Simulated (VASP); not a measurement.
# Hf2NbN2 in VASP: a series of runs

Hf2NbN2 is run at these levels: PBE; tasks: single point.

All numbers are computed with VASP 6.6.1; they aren't measurements. Logs are shortened: lines on timing, memory, paths and dates and some standing lists are left out, and cuts for length are marked.

**1. The cell of the first run**

Symmetry: Immm, No. 71, orthorhombic system. The conventional cell has a = 4.938 Å, b = 5.394 Å, c = 5.456 Å, α = 90.00°, β = 90.00°, γ = 90.00°. Within 3.1 Å of Hf (site symmetry 2mm) lie 2 Hf at 2.28 to 2.65 Å and 4 N at 2.71 to 2.77 Å and 4 Nb at 2.96 to 3.01 Å. Within 2.2 Å of Nb (site symmetry mmm) lie 2 N at 1.62 Å. N (site symmetry 2mm) has 1 Nb at 1.62 Å and 1 N at 1.70 Å within 2.2 Å.

The cell was built from a structure type or drawn by symmetry, and may not be a known phase.

**2. Single point, PBE**

INCAR reads:

```
SYSTEM = Hf2NbN2
PREC = Accurate ; ENCUT = 520
EDIFF = 1E-6 ; ISMEAR = 0
SIGMA = 0.1 ; LREAL = .False.
LASPH = .True. ; NELM = 80
ALGO = Normal ; ISIF = 2
LWAVE = .False. ; LCHARG = .False.
GGA = PE ; NBANDS = 30
```

KPOINTS reads:

```
regular mesh
0
Gamma
  6 6 6
  0 0 0
```

POSCAR reads:

```
Hf2NbN2
1.0
   -2.4688460500      2.6970619800      2.7279882600
    2.4688460500     -2.6970619800      2.7279882600
    2.4688460500      2.6970619800     -2.7279882600
Hf Nb N
2 1 2
Direct
    0.0000000000      0.7686612900      0.7686612900
    0.0000000000      0.2313387100      0.2313387100
    0.5000000000      0.5000000000      0.0000000000
    0.5000000000      0.1722118100      0.6722118100
    0.5000000000      0.8277881900      0.3277881900
```

Potentials or basis: VASP PAW PBE potentials, release 64 (Hf_pv, Nb_sv, N).

Started as:

```console
$ cat potpaw_PBE.64/Hf_pv/POTCAR potpaw_PBE.64/Nb_sv/POTCAR potpaw_PBE.64/N/POTCAR > POTCAR
$ mpirun -np 1 vasp_std > vasp.out
```

OUTCAR:

```text
SYSTEM = Hf2NbN2
   PREC = Accurate
   ENCUT = 520
   EDIFF = 1E-6
   ISMEAR = 0
   LREAL = .False.
   LASPH = .True.
   NELM = 80
   ISIF = 2
   GGA = PE

 ion  position               nearest neighbor table
   1  0.000  0.769  0.769-   2 2.28   2 2.65   5 2.71   5 2.71   4 2.77   4 2.77   3 2.96   3 2.96
                             3 3.01   3 3.01   2 3.84   2 3.84   2 3.84   2 3.84
   2  0.000  0.231  0.231-   1 2.28   1 2.65   4 2.71   4 2.71   5 2.77   5 2.77   3 2.96   3 2.96
                             3 3.01   3 3.01   1 3.84   1 3.84   1 3.84   1 3.84
   3  0.500  0.500  0.000-   4 1.62   5 1.62   2 2.96   1 2.96   2 2.96   1 2.96   1 3.01   1 3.01
                             2 3.01   2 3.01
   4  0.500  0.172  0.672-   3 1.62   5 1.70   2 2.71   2 2.71   1 2.77   1 2.77
   5  0.500  0.828  0.328-   3 1.62   4 1.70   1 2.71   1 2.71   2 2.77   2 2.77

  LATTYP: Found a body centered orthorhombic cell.
 ALAT       =     4.9376921000
 B/A-ratio  =     1.0924382993
 C/A-ratio  =     1.1049649127

  Lattice vectors:

 A1 = (  -2.4688460500,   2.6970619800,   2.7279882600)
 A2 = (   2.4688460500,  -2.6970619800,   2.7279882600)
 A3 = (   2.4688460500,   2.6970619800,  -2.7279882600)

Analysis of symmetry for initial positions (statically):
=====================================================================
 Subroutine PRICEL returns:
 Original cell was already a primitive cell.

 Routine SETGRP: Setting up the symmetry group for a
 body centered orthorhombic supercell.

 Subroutine GETGRP returns: Found  8 space group operations
 (whereof  8 operations were pure point group operations)
 out of a pool of  8 trial point group operations.

The static configuration has the point symmetry D_2h.

Analysis of symmetry for dynamics (positions and initial velocities):
=====================================================================
 Subroutine PRICEL returns:
 Original cell was already a primitive cell.

 Routine SETGRP: Setting up the symmetry group for a
 body centered orthorhombic supercell.

 Subroutine GETGRP returns: Found  8 space group operations
 (whereof  8 operations were pure point group operations)
 out of a pool of  8 trial point group operations.

The dynamic configuration has the point symmetry D_2h.

 Subroutine INISYM returns: Found  8 space group operations
 (whereof  8 operations are pure point group operations),
 and found     1 'primitive' translations

[... 100 lines left out ...]
   EDIFF  = 0.1E-05   stopping-criterion for ELM
   LREAL  =      F    real-space projection
   EDIFFG = 0.1E-04   stopping-criterion for IOM
   NSW    =      0    number of steps for IOM
   IBRION =     -1    ionic relax: 0-MD 1-quasi-New 2-CG
   NFREE  =      0    steps in history (QN), initial steepest desc. (CG)
   ISIF   =      2    stress and relaxation
   ISYM   =      2    0-nonsym 1-usesym 2-fastsym
   POTIM  = 0.5000    time-step for ionic-motion
   TEBEG  =    0.0;   TEEND  =   0.0 temperature during run
   PSTRESS=    0.0 pullay stress
   NELECT =      43.0000    total number of electrons
   NUPDOWN=      -1.0000    fix difference up-down
   EMIN   =  10.00;   EMAX   =-10.00  energy-range for DOS
   EFERMI =   0.00;   METHOD = LEGACY
   ISMEAR =     0;   SIGMA  =   0.10  broadening in eV -4-tet -1-fermi 0-gaus
   EFERMI_NEDOS =   21; number of points for ismear=-14 and -15
   IALGO  =     38    algorithm
   IMIX   =      4    mixing-type and parameters
     AMIX     =   0.40;   BMIX     =  1.00
     AMIX_MAG =   1.60;   BMIX_MAG =  1.00
  volume/ion in A,a.u.               =      14.53        98.06
  Fermi-wavevector in a.u.,A,eV,Ry     =   1.374470  2.597371 25.703677  1.889167
  Thomas-Fermi vector in A             =   2.499893
   LORBIT       =      0    0 simple, 1 ext, 2 COOP (PROOUT), +10 PAW based schemes
   GGA     = PE    functional components
   LHFCALC =     F    Hartree Fock is set to
   AEXX    =    0.0000 exact exchange contribution
   IVDW    =     0    specifies the selected vdW correction
   LEPSILON=     F    determine dielectric tensor
   LRPA    =     F    only Hartree local field effects (RPA)
 non-spin polarized calculation
 Gauss-broadening in eV      SIGMA  =   0.10
  energy-cutoff  :      520.00
  volume of cell :       72.66
 maximum number of plane-waves:      1976
 NGX is ok and might be reduce to    36
   NGX = 17   NGY = 17   NGZ = 17

 number of electron      43.0000002 magnetization

 Free energy of the ion-electron system (eV)
  ---------------------------------------------------
  ext. energy  EPLUGINS =         0.00000000
  ---------------------------------------------------
  free energy    TOTEN  =       -39.07554676 eV

  energy without entropy =      -39.06378902  energy(sigma->0) =      -39.06966789

 E-fermi :   7.2407     XC(G=0): -11.8014

 val. band max:        7.2393874378   @ k =   0.3333  -0.3333   0.3333
 cond. band min:       7.2599756015   @ k =   0.1667  -0.1667   0.1667
 fundamental gap:      0.0205881637
 Fermi energy:         7.2407170861

 k-point     1 :       0.0000    0.0000    0.0000
  band No.  band energies     occupation
      1     -47.1543      2.00000
      2     -25.6728      2.00000
      3     -25.2184      2.00000
      4     -23.7534      2.00000
      5     -23.7352      2.00000
      6     -23.1182      2.00000
[... 781 lines left out ...]
     29      11.0166      0.00000
     30      11.0528      0.00000

 [... further k-points ...]

------------------------ aborting loop because EDIFF is reached ----------------------------------------

  FORCE on cell =-STRESS in cart. coord.  units (eV):
  Direction    XX          YY          ZZ          XY          YZ          ZX
  --------------------------------------------------------------------------------------
  -------------------------------------------------------------------------------------
  Total       67.0554099     -3.0172191     -0.5284620      0.0000000      0.0000000      0.0000000
  in kB     1478.6213728    -66.5319120    -11.6529784      0.0000000      0.0000000      0.0000000
  external PRESSURE =     466.8121608 kB  Pullay stress =       0.0000000 kB

 VOLUME and BASIS-vectors are now :
 -----------------------------------------------------------------------------
  energy-cutoff  :      520.00
  volume of cell :       72.66
      direct lattice vectors                 reciprocal lattice vectors
    -2.468846050  2.697061980  2.727988260     0.000000000  0.185386915  0.183285246
     2.468846050 -2.697061980  2.727988260     0.202523766  0.000000000  0.183285246
     2.468846050  2.697061980 -2.727988260     0.202523766  0.185386915  0.000000000

 POSITION                                       TOTAL-FORCE (eV/Angst)
 -----------------------------------------------------------------------------------
      3.79541      0.00000      0.00000        -3.673528      0.000000      0.000000
      1.14228      0.00000      0.00000         3.673528      0.000000     -0.000000
      0.00000      0.00000      2.72799         0.000000      0.000000      0.000000
      0.85033      2.69706      0.00000       -17.334690      0.000000      0.000000
      1.61852      0.00000      2.72799        17.334690     -0.000000      0.000000
 -----------------------------------------------------------------------------------
    total drift:                                0.000000      0.000000     -0.000000

  FREE ENERGIE OF THE ION-ELECTRON SYSTEM (eV)
  ---------------------------------------------------
  free  energy   TOTEN  =       -39.0755467588 eV

  energy  without entropy=      -39.0637890246  energy(sigma->0) =      -39.06966789
```

OSZICAR:

```text
N       E                     dE             d eps       ncg     rms          rms(c)
DAV:   1     0.329978884714E+03    0.32998E+03   -0.23457E+04  2760   0.142E+03
DAV:   2    -0.148037436213E+02   -0.34478E+03   -0.32895E+03  3386   0.456E+02
DAV:   3    -0.406854519134E+02   -0.25882E+02   -0.25276E+02  4494   0.924E+01
DAV:   4    -0.425578547615E+02   -0.18724E+01   -0.18537E+01  4378   0.208E+01
DAV:   5    -0.425986371625E+02   -0.40782E-01   -0.40692E-01  4038   0.272E+00    0.545E+01
DAV:   6    -0.394725062746E+02    0.31261E+01   -0.20868E+01  3922   0.203E+01    0.375E+01
DAV:   7    -0.391122883986E+02    0.36022E+00   -0.33048E+00  3618   0.101E+01    0.183E+01
DAV:   8    -0.391060743101E+02    0.62141E-02   -0.63952E-01  4438   0.545E+00    0.176E+00
DAV:   9    -0.390784805559E+02    0.27594E-01   -0.21897E-01  4158   0.304E+00    0.160E+00
DAV:  10    -0.390777643169E+02    0.71624E-03   -0.38923E-02  3794   0.127E+00    0.907E-01
DAV:  11    -0.390755856875E+02    0.21786E-02   -0.15282E-02  3954   0.695E-01    0.122E-01
DAV:  12    -0.390755415215E+02    0.44166E-04   -0.11079E-03  3620   0.253E-01    0.472E-02
DAV:  13    -0.390755459076E+02   -0.43861E-05   -0.69581E-05  4176   0.528E-02    0.213E-02
DAV:  14    -0.390755467588E+02   -0.85119E-06   -0.63633E-06  3462   0.152E-02
   1 F= -.39075547E+02 E0= -.39069668E+02  d E =-.117577E-01
```

Wall time 1.9 min (1 thread of Intel Xeon Platinum 8488C (Sapphire Rapids), shared host); peak memory 0.26 GiB.

What came out:

```yaml
Free_energy: -39.0755 eV
Pressure: 46.7 GPa
Largest_force: 17.335 eV/Å
Band_gap_on_the_k_mesh: zero (an odd number of electrons rules out a gap without spin polarisation)
```

Forces in eV/Å, atoms in the order of the input:
```
Hf   -3.674   0.000   0.000
Hf    3.674   0.000   0.000
Nb    0.000   0.000   0.000
N   -17.335   0.000   0.000
N    17.335   0.000   0.000
```

Levels at points of the mesh, in eV from the Fermi level:
```
           k point  band 19  band 20  band 21  band 22  band 23  band 24  band 25  band 26
(0.00, 0.00, 0.00)    -3.30    -1.88    -1.76    -1.60    -1.12     3.32     4.35     4.47
(0.50, 0.00, 0.00)    -2.58    -2.28    -1.11     0.71     2.18     2.22     3.18     3.37
(0.00, 0.50, 0.00)    -1.52    -1.14     0.23     0.44     0.60     0.74     2.14     2.23
(0.50, 0.50, 0.00)    -1.27    -1.11    -0.32    -0.04     0.99     1.19     1.77     2.06
(0.50, 0.50, 0.50)    -1.69    -1.17    -1.02    -0.25     0.82     1.24     1.62     2.97
```

Caveat: the cell stands under pressure; spin-orbit coupling is left out, which moves the levels of the heavy elements; forces of over 1 eV/Å act on the atoms, so gaps and moduli don't describe the material at rest.

**3. Single point, PBE**

This run uses another cell than the first one, of 15.07 Å³/atom.

INCAR reads:

```
SYSTEM = Hf2NbN2
PREC = Accurate
ENCUT = 520
EDIFF = 1E-6
ISMEAR = 0
SIGMA = 0.1
LREAL = .FALSE.
LASPH = .TRUE.
NELM = 60
ALGO = Normal
ISIF = 2
LWAVE = .FALSE.
LCHARG = .FALSE.
GGA = PE
NBANDS = 30
```

KPOINTS reads:

```
Automatic mesh
0
G
  6 6 6
  0 0 0
```

POSCAR reads:

```
Hf2NbN2
1.0
   -2.7179407923      2.6207438595      2.6440152445
    2.7179407923     -2.6207438595      2.6440152445
    2.7179407923      2.6207438595     -2.6440152445
Hf Nb N
2 1 2
Direct
    0.0000000000      0.7508102480      0.7508102480
    0.0000000000      0.2491897520      0.2491897520
    0.5000000000      0.5000000000      0.0000000000
    0.5000000000      0.1232581269      0.6232581269
    0.5000000000      0.8767418731      0.3767418731
```

Potentials or basis: VASP PAW PBE potentials, release 64 (Hf_pv, Nb_sv, N).

Started as:

```console
$ cat potpaw_PBE.64/Hf_pv/POTCAR potpaw_PBE.64/Nb_sv/POTCAR potpaw_PBE.64/N/POTCAR > POTCAR
$ mpirun -np 1 vasp_std > vasp.out
```

OUTCAR:

```text
SYSTEM = Hf2NbN2
   PREC = Accurate
   ENCUT = 520
   EDIFF = 1E-6
   ISMEAR = 0
   LREAL = .FALSE.
   LASPH = .TRUE.
   NELM = 60
   ISIF = 2
   GGA = PE

 ion  position               nearest neighbor table
   1  0.000  0.751  0.751-   5 2.71   5 2.71   2 2.71   2 2.73   4 2.73   4 2.73   3 2.95   3 2.95
                             3 2.97   3 2.97   2 3.72   2 3.72   2 3.72   2 3.72
   2  0.000  0.249  0.249-   4 2.71   4 2.71   1 2.71   1 2.73   5 2.73   5 2.73   3 2.95   3 2.95
                             3 2.97   3 2.97   1 3.72   1 3.72   1 3.72   1 3.72
   3  0.500  0.500  0.000-   4 2.05   5 2.05   1 2.95   2 2.95   1 2.95   2 2.95   2 2.97   1 2.97
                             1 2.97   2 2.97
   4  0.500  0.123  0.623-   5 1.34   3 2.05   2 2.71   2 2.71   1 2.73   1 2.73
   5  0.500  0.877  0.377-   4 1.34   3 2.05   1 2.71   1 2.71   2 2.73   2 2.73

  LATTYP: Found a body centered orthorhombic cell.
 ALAT       =     5.2414877190
 B/A-ratio  =     1.0088796869
 C/A-ratio  =     1.0370875362

  Lattice vectors:

 A1 = (  -2.7179407923,  -2.6207438595,  -2.6440152445)
 A2 = (  -2.7179407923,   2.6207438595,   2.6440152445)
 A3 = (   2.7179407923,   2.6207438595,  -2.6440152445)

Analysis of symmetry for initial positions (statically):
[... 186 lines left out ...]

 k-point     1 :       0.0000    0.0000    0.0000
  band No.  band energies     occupation
      1     -47.3289      2.00000
      2     -24.3092      2.00000
      3     -23.9661      2.00000
      4     -23.9073      2.00000
      5     -23.8840      2.00000
      6     -23.5811      2.00000
[... 781 lines left out ...]
     29      10.3940      0.00000
     30      10.9631      0.00000

 [... further k-points ...]

------------------------ aborting loop because EDIFF is reached ----------------------------------------

  FORCE on cell =-STRESS in cart. coord.  units (eV):
  Direction    XX          YY          ZZ          XY          YZ          ZX
  --------------------------------------------------------------------------------------
  -------------------------------------------------------------------------------------
  Total       -0.3729043     -0.3888857     -0.4063163      0.0000000      0.0000000      0.0000000
  in kB       -7.9308441     -8.2707347     -8.6414436      0.0000000      0.0000000      0.0000000
  external PRESSURE =      -8.2810075 kB  Pullay stress =       0.0000000 kB

 VOLUME and BASIS-vectors are now :
 -----------------------------------------------------------------------------
  energy-cutoff  :      520.00
  volume of cell :       75.33
      direct lattice vectors                 reciprocal lattice vectors
    -2.717940792  2.620743860  2.644015244     0.000000000  0.190785528  0.189106323
     2.717940792 -2.620743860  2.644015244     0.183962801  0.000000000  0.189106323
     2.717940792  2.620743860 -2.644015244     0.183962801  0.190785528  0.000000000

 POSITION                                       TOTAL-FORCE (eV/Angst)
 -----------------------------------------------------------------------------------
      4.08132      0.00000      0.00000         0.000568      0.000000     -0.000000
      1.35457      0.00000      0.00000        -0.000568      0.000000      0.000000
      0.00000      0.00000      2.64402        -0.000000      0.000000      0.000000
      0.67002      2.62074      0.00000         0.125937      0.000000      0.000000
      2.04792     -0.00000      2.64402        -0.125937     -0.000000     -0.000000
 -----------------------------------------------------------------------------------
    total drift:                                0.000000      0.000000     -0.000000

  FREE ENERGIE OF THE ION-ELECTRON SYSTEM (eV)
  ---------------------------------------------------
  free  energy   TOTEN  =       -45.4420698500 eV

  energy  without entropy=      -45.4204194157  energy(sigma->0) =      -45.43124463
```

stdout:

```text
POSCAR found type information on POSCAR HfNbN
 POSCAR found :  3 types and       5 ions
 scaLAPACK will be used
 LDA part: xc-table for (Slater+PW92), standard interpolation
 POSCAR, INCAR and KPOINTS ok, starting setup
 FFT: planning ... GRIDC
 FFT: planning ... GRID_SOFT
 FFT: planning ... GRID
 WAVECAR not read
 entering main loop
```

Wall time 1.9 min (1 thread of Intel Xeon Platinum 8488C (Sapphire Rapids), shared host); peak memory 0.26 GiB.

What came out:

| Property | Result |
| --- | --- |
| Free energy | -45.4421 eV |
| Pressure | -0.8 GPa |
| Largest force | 0.126 eV/Å |
| Band gap on the k mesh | zero (an odd number of electrons rules out a gap without spin polarisation) |

Forces in eV/Å, atoms in the order of the input:
```
Hf   0.001  0.000  0.000
Hf  -0.001  0.000  0.000
Nb   0.000  0.000  0.000
N    0.126  0.000  0.000
N   -0.126  0.000  0.000
```

Levels at points of the mesh, in eV from the Fermi level:
```tsv
k point	band 18	band 19	band 20	band 21	band 22	band 23	band 24	band 25
(0.00, 0.00, 0.00)	-3.01	-3.00	-1.03	-0.84	-0.80	-0.46	2.87	2.96
(0.50, 0.00, 0.00)	-2.94	-2.39	-1.80	-0.94	0.37	1.88	2.96	3.16
(0.00, 0.50, 0.00)	-1.61	-1.39	-0.65	-0.14	0.04	0.19	0.23	1.47
(0.50, 0.50, 0.00)	-1.65	-1.38	-0.64	-0.07	0.01	0.18	0.21	1.45
(0.50, 0.50, 0.50)	-2.09	-1.16	-0.08	-0.07	0.48	0.66	0.69	1.13
```

Caveat: spin-orbit coupling is left out, which moves the levels of the heavy elements.

**4. Single point, PBE**

This run uses another cell than the first one, of 15.14 Å³/atom.

INCAR reads:

```
PREC = Accurate
ENCUT = 520
EDIFF = 1E-6
ISMEAR = 0
SIGMA = 0.1
LREAL = False
LASPH = True
NELM = 100
ALGO = Normal
ISIF = 2
LWAVE = False
LCHARG = False
GGA = PE
NBANDS = 30
```

KPOINTS reads:

```
regular mesh
0
Gamma
  10 10 10
```

POSCAR reads:

```
Hf2NbN2
1.0
   -2.6425030837      2.6425030837      2.7110274601
    2.6425030837     -2.6425030837      2.7110274601
    2.6425030837      2.6425030837     -2.7110274601
Hf Nb N
2 1 2
Direct
    0.2500000000      0.7500000000      0.5000000000
    0.7500000000      0.2500000000      0.5000000000
    0.5000000000      0.5000000000      0.0000000000
    0.1234578582      0.1234578582      0.0000000000
    0.8765421418      0.8765421418      0.0000000000
```

Started as:

```console
$ cat potpaw_PBE.64/Hf_pv/POTCAR potpaw_PBE.64/Nb_sv/POTCAR potpaw_PBE.64/N/POTCAR > POTCAR
$ mpirun -np 1 vasp_std > vasp.out
```

It took 4 min on 1 thread of Intel Xeon Platinum 8488C (Sapphire Rapids), shared host; peak memory 0.36 GiB.

The run converged. Its results:

```
Free energy            : -45.4319 eV
Pressure               : -0.8 GPa
Largest force          : 0.137 eV/Å
Band gap on the k mesh : zero (an odd number of electrons rules out a gap without spin polarisation)
```

Forces in eV/Å, atoms in the order of the input:
```
Hf   0.000  0.000  0.000
Hf   0.000  0.000  0.000
Nb   0.000  0.000  0.000
N    0.000  0.000  0.137
N    0.000  0.000 -0.137
```

Stress tensor (GPa, compression positive):
```
-0.76  0.00  0.00
 0.00 -0.76  0.00
 0.00  0.00 -0.90
```

Levels at points of the mesh, in eV from the Fermi level:
```tsv
k point	band 17	band 18	band 19	band 20	band 21	band 22	band 23	band 24	band 25	band 26
(0.00, 0.00, 0.00)	-3.02	-3.01	-3.01	-1.02	-0.84	-0.84	-0.50	2.97	2.97	2.98
(0.50, 0.00, 0.00)	-2.24	-1.62	-1.37	-0.64	-0.07	0.04	0.21	0.24	1.47	2.18
(0.50, 0.50, 0.00)	-3.24	-2.92	-2.40	-1.79	-0.95	0.35	1.87	2.91	3.21	3.25
(0.50, 0.50, 0.50)	-2.13	-2.13	-1.16	-0.10	-0.10	0.53	0.61	0.70	1.13	2.26
```

Caveat: spin-orbit coupling is left out, which moves the levels of the heavy elements.

**5. Summary**

| cell | k mesh | gap on the mesh (eV) | pressure (GPa) | largest force (eV/Å) |
| --- | --- | --- | --- | --- |
| a = 4.562 Å, angles 114.5, 107.5, 106.5°, 5 atoms, atomic positions A | 6 × 6 × 6 | none | 46.7 | 17.33 |
| a = 4.609 Å, angles 107.7, 110.7, 110.0°, 5 atoms, atomic positions B | 6 × 6 × 6 | none | -0.8 | 0.13 |
| a = 4.617 Å, angles 110.2, 110.2, 108.1°, 5 atoms, atomic positions C | 10 × 10 × 10 | none | -0.8 | 0.14 |

Alike in all rows: task single point; level PBE; potentials or basis VASP PAW PBE potentials, release 64 (Hf_pv, Nb_sv, N); no spin polarisation; cutoff (eV) 520; smearing gaussian 0.1 eV.

Caveats: spin-orbit coupling is left out, which moves the levels of the heavy elements; the cell stands under pressure (at least some runs); forces of over 1 eV/Å act on the atoms, so gaps and moduli don't describe the material at rest (at least some runs).

Absolute energies hang on the potentials; compare differences alone.
